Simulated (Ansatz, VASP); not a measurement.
Two plane-wave programs on Zr2Si4GePd

The input INCAR:

```
SYSTEM = Zr2Si4GePd
PREC = Accurate
ENCUT = 520
EDIFF = 1E-6
ISMEAR = 0
SIGMA = 0.2
LREAL = .False.
LASPH = .True.
NELM = 100
ALGO = Normal
ISIF = 2
LWAVE = .False.
LCHARG = .False.
GGA = PE
NBANDS = 42
```

File KPOINTS:

```
Automatic mesh
0
Gamma
  6 6 6
  0 0 0
```

POSCAR

```
Zr2Si4GePd
1.0
    2.9831985750      2.9831985750     -3.7299317622
   -2.9831985750      2.9831985750      3.7299317622
    2.9831985750     -2.9831985750      3.7299317622
Zr Si Ge Pd
2 4 1 1
Direct
    0.5000000000      0.5000000000      0.0000000000
    0.5000000000      1.0000000000      0.5000000000
    1.0000000000      0.9524213719      0.5491589899
    0.0000000000      0.5491589899      0.9524213719
    0.5967376181      0.0475786281      0.0475786281
    0.4032623819      0.4508410101      0.4508410101
    0.0000000000      0.5000000000      0.5000000000
    0.0000000000      0.0000000000      0.0000000000
```

Input for Ansatz:

```yaml
crystal:
  lattice:
    - [2.9831985719, 2.9831985719, -3.7299317666]
    - [-2.9831985719, 2.9831985719, 3.7299317666]
    - [2.9831985719, -2.9831985719, 3.7299317666]
  atoms:
    - { symbol: Zr, position: [0.5, 0.5, 0.0] }
    - { symbol: Zr, position: [0.5, 0.0, 0.5] }
    - { symbol: Si, position: [1.0, 0.9524213718, 0.5491589909] }
    - { symbol: Si, position: [0.0, 0.5491589909, 0.9524213718] }
    - { symbol: Si, position: [0.5967376191, 0.0475786282, 0.0475786282] }
    - { symbol: Si, position: [0.4032623809, 0.4508410091, 0.4508410091] }
    - { symbol: Ge, position: [0.0, 0.5, 0.5] }
    - { symbol: Pd, position: [0.0, 0.0, 0.0] }
basis:
  ecutwfc: 420
kpoints:
  mp_grid: { grid: [6, 6, 6] }
hamiltonian:
  xc: pbe
scf:
  occupations: { method: gaussian, width: 0.2 }
  lower_state_search: "off"
output:
  forces: true
  stress: true
  eigenvalues: true
```

Alike in both runs: task single point; functional PBE; k mesh 6 × 6 × 6; occupations gaussian, width 0.2 eV; no spin polarisation.

|  | VASP | Ansatz |
| --- | --- | --- |
| version | VASP 6.6.1 | Ansatz 0.2.0 |
| potentials or method | VASP PAW PBE potentials, release 64 (Zr_sv, Si, Ge_d, Pd), cutoff 520 eV | scalar-relativistic, plane waves, PAW |
| valence electrons in the cell | 64 | 72 |

|  | VASP | Ansatz | Ansatz less VASP |
| --- | --- | --- | --- |
| gap on the k mesh at the Fermi level (eV) | none | none | - |
| pressure (GPa) | -0.1 | -0.1 | -0.02 |
| traceless stress, the component that is largest in VASP (GPa) | 0.36 | 0.36 | 0.000 |
| rms of the force components (eV/Å) | 0.012 | 0.014 | +0.0021 |

Atom by atom the forces differ by 0.002 eV/Å (rms over components). A gap of «none» marks a metal or a gap that the smearing closes. VASP's potentials hold 64 valence electrons a cell and Ansatz's 72, so a difference there can come from the potentials and not from the codes.
